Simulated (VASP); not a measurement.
Here is a VASP 6.6.1 calculation.

Contents of INCAR:

```
ALGO = Normal ; EDIFF = 1E-8
ENCUT = 510 ; GGA = PS
GGA_COMPAT = F ; IBRION = 8
ISIF = 2 ; ISMEAR = 0
LASPH = T ; LCHARG = T
LEPSILON = T ; LREAL = F
LWAVE = F ; NELM = 120
NSW = 1 ; PREC = Accurate
SIGMA = 0.01
```

Contents of KPOINTS:

```
k-points
0
Gamma
  8 8 8
```

Contents of POSCAR:

```
AlAs
1.0
    0.0000000000      2.8372982426      2.8372982426
    2.8372982426      0.0000000000      2.8372982426
    2.8372982426      2.8372982426      0.0000000000
Al As
1 1
Direct
    0.0000000000      0.0000000000      0.0000000000
    0.7500000000      0.7500000000      0.7500000000
```

Potentials or basis: VASP PAW PBE potentials, release 64 (Al, As_d).

Command:

```sh
$ cat potpaw_PBE.64/Al/POTCAR potpaw_PBE.64/As_d/POTCAR > POTCAR
$ mpirun -np 1 vasp_std > vasp.out
```

Problem. Predict the electronic dielectric tensor (diagonal).

Solution. 10.06.

Problem. Estimate the Born charges (mean of the diagonal).

Solution. Al +2.18; As -2.18 e.

Problem. Estimate the highest phonon frequency at Γ, LO-TO splitting left out.

Solution. 353 cm⁻¹.

Phonon frequencies in cm⁻¹ (negative: imaginary):
```tsv
q point	frequencies
(0.000, 0.000, 0.000)	0 0 0 353 353 353
```
